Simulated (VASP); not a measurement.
# NbCd3 (Pm-3m) in VASP: notebook

Aim: see how the results for NbCd3 move with the level of theory and the settings. Levels: PBE, LDA. Tasks: single point.

All numbers are computed with VASP 6.6.1; they aren't measurements. Logs are shortened: lines on timing, memory, paths and dates and some standing lists are left out, and cuts for length are marked.

**1. The cell of the first run**

The structure is cubic, space group Pm-3m (No. 221). The conventional cell has a = 4.215 Å, b = 4.215 Å, c = 4.215 Å, α = 90.00°, β = 90.00°, γ = 90.00°. Within 3.9 Å of Nb (site symmetry m-3m) lie 12 Cd at 2.98 Å. Within 3.9 Å of Cd (site symmetry 4/mmm) lie 4 Nb at 2.98 Å and 8 Cd at 2.98 Å.

**2. Single point, PBE**

Contents of INCAR:

```
PREC = Accurate
ENCUT = 520
EDIFF = 1E-6
ISMEAR = 0
SIGMA = 0.1
LREAL = F
LASPH = T
NELM = 100
ALGO = Normal
ISIF = 2
LWAVE = F
LCHARG = F
GGA = PE
NBANDS = 32
```

Contents of KPOINTS:

```
Automatic mesh
0
Gamma
  10 10 10
```

Contents of POSCAR:

```
NbCd3
1.0
    4.2150000000      0.0000000000      0.0000000000
    0.0000000000      4.2150000000      0.0000000000
    0.0000000000      0.0000000000      4.2150000000
Nb Cd
1 3
Direct
    0.0000000000      0.0000000000      0.0000000000
    0.0000000000      0.5000000000      0.5000000000
    0.5000000000      0.0000000000      0.5000000000
    0.5000000000      0.5000000000      0.0000000000
```

Potentials or basis: VASP PAW PBE potentials, release 64 (Nb_sv, Cd).

The run is started by

```sh
$ cat potpaw_PBE.64/Nb_sv/POTCAR potpaw_PBE.64/Cd/POTCAR > POTCAR
$ mpirun -np 1 vasp_std > vasp.out
```

OUTCAR:

```text
PREC = Accurate
   ENCUT = 520
   EDIFF = 1E-6
   ISMEAR = 0
   LREAL = F
   LASPH = T
   NELM = 100
   ISIF = 2
   GGA = PE

 ion  position               nearest neighbor table
   1  0.000  0.000  0.000-   2 2.98   3 2.98   4 2.98   2 2.98   3 2.98   2 2.98   4 2.98   2 2.98
                             3 2.98   4 2.98   3 2.98   4 2.98
   2  0.000  0.500  0.500-   1 2.98   3 2.98   4 2.98   1 2.98   4 2.98   1 2.98   3 2.98   1 2.98
                             3 2.98   4 2.98   4 2.98   3 2.98
   3  0.500  0.000  0.500-   1 2.98   2 2.98   4 2.98   1 2.98   4 2.98   2 2.98   4 2.98   4 2.98
                             1 2.98   2 2.98   1 2.98   2 2.98
   4  0.500  0.500  0.000-   1 2.98   2 2.98   3 2.98   2 2.98   3 2.98   1 2.98   3 2.98   3 2.98
                             1 2.98   2 2.98   2 2.98   1 2.98

  LATTYP: Found a simple cubic cell.
 ALAT       =     4.2150000000

  Lattice vectors:

 A1 = (   4.2150000000,   0.0000000000,   0.0000000000)
 A2 = (   0.0000000000,   4.2150000000,   0.0000000000)
 A3 = (   0.0000000000,   0.0000000000,   4.2150000000)

Analysis of symmetry for initial positions (statically):
=====================================================================
 Subroutine PRICEL returns:
 Original cell was already a primitive cell.

 Routine SETGRP: Setting up the symmetry group for a
 simple cubic supercell.

 Subroutine GETGRP returns: Found 48 space group operations
[... 9 lines left out ...]

 Routine SETGRP: Setting up the symmetry group for a
 simple cubic supercell.

 Subroutine GETGRP returns: Found 48 space group operations
[... 11 lines left out ...]
                                     Primitive cell

  volume of cell :      74.8846

  direct lattice vectors                    reciprocal lattice vectors
     4.215000000  0.000000000  0.000000000     0.237247924  0.000000000  0.000000000
     0.000000000  4.215000000  0.000000000     0.000000000  0.237247924  0.000000000
     0.000000000  0.000000000  4.215000000     0.000000000  0.000000000  0.237247924

  length of vectors
     4.215000000  4.215000000  4.215000000     0.237247924  0.237247924  0.237247924

  position of ions in fractional coordinates (direct lattice)
     0.000000000  0.000000000  0.000000000
     0.000000000  0.500000000  0.500000000
     0.500000000  0.000000000  0.500000000
     0.500000000  0.500000000  0.000000000

  ion indices of the primitive-cell ions
   primitive index   ion index
                 1           1
                 2           2
                 3           3
                 4           4

----------------------------------------------------------------------------------------

 KPOINTS: Automatic mesh

Automatic generation of k-mesh.
 Grid dimensions read from file:
 generate k-points for:   10   10   10

 Generating k-lattice:

  Cartesian coordinates                     Fractional coordinates (reciprocal lattice)
     0.023724792  0.000000000  0.000000000     0.100000000  0.000000000  0.000000000
     0.000000000  0.023724792  0.000000000     0.000000000  0.100000000  0.000000000
     0.000000000  0.000000000  0.023724792     0.000000000  0.000000000  0.100000000

  Length of vectors
     0.023724792  0.023724792  0.023724792

  Shift w.r.t. Gamma in fractional coordinates (k-lattice)
     0.000000000  0.000000000  0.000000000

 Subroutine IBZKPT returns following result:
 ===========================================

 Found     56 irreducible k-points:

 Following reciprocal coordinates:
            Coordinates               Weight
  0.000000  0.000000  0.000000      1.000000
  0.100000  0.000000  0.000000      6.000000
  0.200000  0.000000  0.000000      6.000000
  0.300000  0.000000  0.000000      6.000000
  0.400000  0.000000  0.000000      6.000000
  0.500000  0.000000  0.000000      3.000000
[... 16 lines left out ...]
  0.200000  0.100000  0.100000     24.000000
  0.300000  0.100000  0.100000     24.000000
 [... further k-points ...]
   k-points           NKPTS =     56   k-points in BZ     NKDIM =     56   number of bands    NBANDS=     32
   number of dos      NEDOS =    301   number of ions     NIONS =      4
   total plane-waves  NPLWV =  32768
   dimension x,y,z NGX =    32 NGY =   32 NGZ =   32
   dimension x,y,z NGXF=    64 NGYF=   64 NGZF=   64
   ions per type =               1   3
   NGX,Y,Z   is equivalent  to a cutoff of  12.62, 12.62, 12.62 a.u.
   NGXF,Y,Z  is equivalent  to a cutoff of  25.24, 25.24, 25.24 a.u.
 SYSTEM =  unknown system
   PREC   = accura    normal or accurate (medium, high low for compatibility)
   ISTART =      0    job   : 0-new  1-cont  2-samecut
   ICHARG =      2    charge: 1-file 2-atom 10-const
   ISPIN  =      1    spin polarized calculation?
   LNONCOLLINEAR =      F non collinear calculations
   LSORBIT =      F    spin-orbit coupling
   LASPH  =      T    aspherical Exc in radial PAW
   ENCUT  =  520.0 eV  38.22 Ry    6.18 a.u.   7.84  7.84  7.84*2*pi/ulx,y,z
   NELM   =    100;   NELMIN=  2; NELMDL= -5     # of ELM steps
   EDIFF  = 0.1E-05   stopping-criterion for ELM
   LREAL  =      F    real-space projection
   EDIFFG = 0.1E-04   stopping-criterion for IOM
   NSW    =      0    number of steps for IOM
   IBRION =     -1    ionic relax: 0-MD 1-quasi-New 2-CG
   NFREE  =      0    steps in history (QN), initial steepest desc. (CG)
   ISIF   =      2    stress and relaxation
   ISYM   =      2    0-nonsym 1-usesym 2-fastsym
   POTIM  = 0.5000    time-step for ionic-motion
   TEBEG  =    0.0;   TEEND  =   0.0 temperature during run
   PSTRESS=    0.0 pullay stress
   NELECT =      49.0000    total number of electrons
   NUPDOWN=      -1.0000    fix difference up-down
   EMIN   =  10.00;   EMAX   =-10.00  energy-range for DOS
   EFERMI =   0.00;   METHOD = LEGACY
   ISMEAR =     0;   SIGMA  =   0.10  broadening in eV -4-tet -1-fermi 0-gaus
   EFERMI_NEDOS =   21; number of points for ismear=-14 and -15
   IALGO  =     38    algorithm
   IMIX   =      4    mixing-type and parameters
     AMIX     =   0.40;   BMIX     =  1.00
     AMIX_MAG =   1.60;   BMIX_MAG =  1.00
  volume/ion in A,a.u.               =      18.72       126.34
  Fermi-wavevector in a.u.,A,eV,Ry     =   1.421268  2.685807 27.483802  2.020002
  Thomas-Fermi vector in A             =   2.542096
   LORBIT       =      0    0 simple, 1 ext, 2 COOP (PROOUT), +10 PAW based schemes
   GGA     = PE    functional components
   LHFCALC =     F    Hartree Fock is set to
   AEXX    =    0.0000 exact exchange contribution
   IVDW    =     0    specifies the selected vdW correction
   LEPSILON=     F    determine dielectric tensor
   LRPA    =     F    only Hartree local field effects (RPA)
 non-spin polarized calculation
 Gauss-broadening in eV      SIGMA  =   0.10
  energy-cutoff  :      520.00
  volume of cell :       74.88
 maximum number of plane-waves:      2040
 NGX is ok and might be reduce to    32
   NGX = 15   NGY = 15   NGZ = 15

 number of electron      49.0000040 magnetization

 Free energy of the ion-electron system (eV)
  ---------------------------------------------------
  ext. energy  EPLUGINS =         0.00000000
  ---------------------------------------------------
  free energy    TOTEN  =       -11.76317519 eV

  energy without entropy =      -11.75611914  energy(sigma->0) =      -11.75964717

 E-fermi :   5.2429     XC(G=0): -11.9538

 val. band max:        5.2124569237   @ k =   0.1000   0.1000   0.0000
 cond. band min:       5.2727803433   @ k =   0.3000   0.3000   0.1000
 fundamental gap:      0.0603234196
 Fermi energy:         5.2429010026

 k-point     1 :       0.0000    0.0000    0.0000
  band No.  band energies     occupation
      1     -49.6077      2.00000
      2     -25.6757      2.00000
      3     -25.6757      2.00000
      4     -25.6757      2.00000
      5      -4.4705      2.00000
      6      -4.2347      2.00000
[... 24 lines left out ...]
     31      11.2423      0.00000
     32      12.9259      0.00000

 k-point     2 :       0.1000    0.0000    0.0000
  band No.  band energies     occupation
      1     -49.6077      2.00000
      2     -25.6780      2.00000
      3     -25.6758      2.00000
      4     -25.6758      2.00000
      5      -4.4335      2.00000
      6      -4.2206      2.00000
[... 24 lines left out ...]
     31      11.6781      0.00000
     32      12.9966      0.00000

 k-point     3 :       0.2000    0.0000    0.0000
  band No.  band energies     occupation
      1     -49.6075      2.00000
      2     -25.6838      2.00000
      3     -25.6761      2.00000
      4     -25.6761      2.00000
      5      -4.3302      2.00000
      6      -4.1813      2.00000
[... 24 lines left out ...]
     31      12.9001      0.00000
     32      12.9001      0.00000

 k-point     4 :       0.3000    0.0000    0.0000
  band No.  band energies     occupation
      1     -49.6072      2.00000
      2     -25.6910      2.00000
      3     -25.6764      2.00000
      4     -25.6764      2.00000
      5      -4.1830      2.00000
      6      -4.1272      2.00000
[... 24 lines left out ...]
     31      12.2328      0.00000
     32      12.2328      0.00000

 k-point     5 :       0.4000    0.0000    0.0000
  band No.  band energies     occupation
      1     -49.6071      2.00000
      2     -25.6968      2.00000
      3     -25.6767      2.00000
      4     -25.6767      2.00000
      5      -4.0773      2.00000
      6      -4.0368      2.00000
[... 584 lines left out ...]
     31      11.7936      0.00000
     32      12.4339      0.00000

 k-point    22 :       0.1000    0.1000    0.1000
  band No.  band energies     occupation
      1     -49.6075      2.00000
      2     -25.6789      2.00000
      3     -25.6777      2.00000
      4     -25.6777      2.00000
      5      -4.3681      2.00000
      6      -4.1713      2.00000
[... 24 lines left out ...]
     31      11.7080      0.00000
     32      13.2230      0.00000

 k-point    23 :       0.2000    0.1000    0.1000
  band No.  band energies     occupation
      1     -49.6073      2.00000
      2     -25.6838      2.00000
      3     -25.6785      2.00000
      4     -25.6778      2.00000
      5      -4.2807      2.00000
      6      -4.1241      2.00000
[... 24 lines left out ...]
     31      12.0814      0.00000
     32      12.9544      0.00000

 k-point    24 :       0.3000    0.1000    0.1000
  band No.  band energies     occupation
      1     -49.6071      2.00000
      2     -25.6906      2.00000
      3     -25.6787      2.00000
      4     -25.6780      2.00000
      5      -4.1556      2.00000
      6      -4.0636      2.00000
[... 24 lines left out ...]
     31      11.9230      0.00000
     32      12.3808      0.00000

 [... further k-points ...]
[... 5 lines left out ...]
  --------------------------------------------------------------------------------------
  -------------------------------------------------------------------------------------
  Total        3.6099458      3.6099458      3.6099458      0.0000000      0.0000000      0.0000000
  in kB       77.2357783     77.2357783     77.2357783      0.0000000      0.0000000      0.0000000
  external PRESSURE =      77.2357783 kB  Pullay stress =       0.0000000 kB

 VOLUME and BASIS-vectors are now :
 -----------------------------------------------------------------------------
  energy-cutoff  :      520.00
  volume of cell :       74.88
      direct lattice vectors                 reciprocal lattice vectors
     4.215000000  0.000000000  0.000000000     0.237247924  0.000000000  0.000000000
     0.000000000  4.215000000  0.000000000     0.000000000  0.237247924  0.000000000
     0.000000000  0.000000000  4.215000000     0.000000000  0.000000000  0.237247924

 POSITION                                       TOTAL-FORCE (eV/Angst)
 -----------------------------------------------------------------------------------
      0.00000      0.00000      0.00000         0.000000      0.000000      0.000000
      0.00000      2.10750      2.10750         0.000000      0.000000      0.000000
      2.10750      0.00000      2.10750         0.000000      0.000000      0.000000
      2.10750      2.10750      0.00000         0.000000      0.000000      0.000000
 -----------------------------------------------------------------------------------
    total drift:                                0.000000     -0.000000     -0.000000

  FREE ENERGIE OF THE ION-ELECTRON SYSTEM (eV)
  ---------------------------------------------------
  free  energy   TOTEN  =       -11.7631751920 eV

  energy  without entropy=      -11.7561191442  energy(sigma->0) =      -11.75964717
```

Wall time 48 s (1 thread of Intel Xeon Platinum 8488C (Sapphire Rapids), shared host); peak memory 0.24 GiB.

Results:

| Property | Result |
| --- | --- |
| Free energy | -11.7632 eV |
| Pressure | 7.7 GPa |

**3. Single point, LDA**

Contents of INCAR:

```
PREC = Accurate
ENCUT = 520
EDIFF = 1E-6
ISMEAR = 0
SIGMA = 0.1
LREAL = F
LASPH = T
NELM = 60
ALGO = Fast
ISIF = 2
LWAVE = F
LCHARG = F
NBANDS = 32
```

Contents of KPOINTS:

```
regular mesh
0
Gamma
  10 10 10
```

POSCAR is that of step 2.

Potentials or basis: VASP PAW LDA potentials, release 64 (Nb_sv, Cd).

The run is started by

```sh
$ cat potpaw_LDA.64/Nb_sv/POTCAR potpaw_LDA.64/Cd/POTCAR > POTCAR
$ mpirun -np 1 vasp_std > vasp.out
```

Wall time 73 s (1 thread of Intel Xeon Platinum 8488C (Sapphire Rapids), shared host); peak memory 0.23 GiB.

It converged, with:

| Quantity | Value |
| --- | --- |
| Free energy | -15.4892 eV |
| Pressure | -1.7 GPa |

Levels at points of the mesh, in eV from the Fermi level:
| k point | band 21 | band 22 | band 23 | band 24 | band 25 | band 26 | band 27 | band 28 |
| --- | --- | --- | --- | --- | --- | --- | --- | --- |
| (0.00, 0.00, 0.00) | -0.91 | -0.91 | 0.22 | 0.22 | 0.22 | 1.33 | 1.33 | 1.33 |
| (0.50, 0.00, 0.00) | -5.92 | -0.88 | -0.88 | -0.78 | 1.06 | 1.24 | 3.21 | 4.30 |
| (0.50, 0.50, 0.00) | -3.17 | -3.17 | -3.15 | -0.30 | -0.30 | 1.15 | 1.87 | 2.23 |
| (0.50, 0.50, 0.50) | -2.40 | -2.40 | -2.37 | -1.16 | -1.16 | -1.16 | 1.55 | 1.55 |
